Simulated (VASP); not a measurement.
## AlFe: single point with PBE

AlFe:

```
Al Fe
1.0
     2.87424    0.00000    0.00000
     0.00000    2.87424    0.00000
     0.00000    0.00000    2.87424
Al Fe
1 1
Direct
  0.00000 0.00000 0.00000
  0.50000 0.50000 0.50000
```

```yaml
Program: VASP 6.6.1
Task: single point
Functional: PBE
Potentials_or_basis: VASP PAW PBE potentials, release 64 (Al, Fe)
Cutoff: 520 eV
k_mesh: 16 × 16 × 16
Occupations: gaussian, width 0.05 eV
Spin: collinear spin, ferromagnetic start
Starting_moments: "[0.0, 0.79] μB"
Dipole_correction: no
k_mesh_for_the_DOS: 24 × 24 × 24
Occupations_for_the_DOS: tetrahedron
Further_INCAR_settings: ALGO = Normal; EDIFF = 1e-06; NBANDS = 16
```

```
Net moment                                            : 0.68 μB per cell
Site moments                                          : Al -0.02; Fe +0.73 μB
Valence electrons inside the program's atomic spheres : Al 0.84; Fe 7.42
```

Levels at points of the mesh, in eV from the Fermi level:
Spin up:
```
           k point  band 4  band 5  band 6  band 7  band 8  band 9
(0.00, 0.00, 0.00)   -0.37   -0.37   -0.37    6.36    6.36    6.36
(0.50, 0.00, 0.00)   -1.31   -1.31   -0.25    0.90    8.72   11.06
(0.50, 0.50, 0.00)   -2.11   -1.08   -1.08    0.45    3.24    4.04
(0.50, 0.50, 0.50)    0.49    0.49    2.97    2.97    2.97    4.28
```
Spin down:
```csv
k point,band 1,band 2,band 3,band 4,band 5,band 6,band 7,band 8,band 9,band 10
"(0.00, 0.00, 0.00)",-10.40,-2.14,-2.14,0.44,0.44,0.44,6.39,6.39,6.39,9.39
"(0.50, 0.00, 0.00)",-6.25,-5.95,-1.45,-0.61,-0.61,0.57,1.40,8.61,11.14,11.14
"(0.50, 0.50, 0.00)",-4.69,-2.22,-2.12,-2.12,-0.34,-0.34,1.00,3.59,4.57,12.78
"(0.50, 0.50, 0.50)",-3.22,-3.22,-3.22,1.04,1.04,3.04,3.04,3.04,4.21,6.31
```

It took 2.6 min on 1 thread of Intel(R) Xeon(R) Platinum 8559C (Emerald Rapids), with other jobs on the host, peak memory 0.38 GiB.
